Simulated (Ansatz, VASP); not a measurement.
Two plane-wave programs on MgO

```
Mg O
1.0
     0.51362    2.39270    2.39270
     2.39270    0.51362    2.39270
     2.39270    2.39270    0.51362
Mg O
1 1
Cartesian
  0.0000 0.0000 0.0000
  2.6495 2.6495 2.6495
```

Alike in both runs: task single point; functional PBEsol; k mesh 10 × 10 × 10; occupations gaussian, width 0.05 eV; no spin polarisation.

|  | VASP | Ansatz |
| --- | --- | --- |
| version | VASP 6.6.1 | Ansatz 0.2.0 |
| potentials or method | VASP PAW PBE potentials, release 64 (Mg, O), cutoff 520 eV | scalar-relativistic, plane waves, PAW |
| valence electrons in the cell | 8 | 16 |

|  | VASP | Ansatz | Ansatz less VASP |
| --- | --- | --- | --- |
| gap on the k mesh at the Fermi level (eV) | 0.39 | 0.40 | +0.015 |
| least direct gap on the mesh (eV) | 0.39 | 0.40 | +0.015 |
| pressure (GPa) | 4.4 | 4.7 | +0.38 |
| traceless stress, the component that is largest in VASP (GPa) | -47.32 | -47.06 | +0.266 |

VASP's potentials were made for PBE, not for PBEsol. VASP's potentials hold 8 valence electrons a cell and Ansatz's 16, so a difference there can come from the potentials and not from the codes.
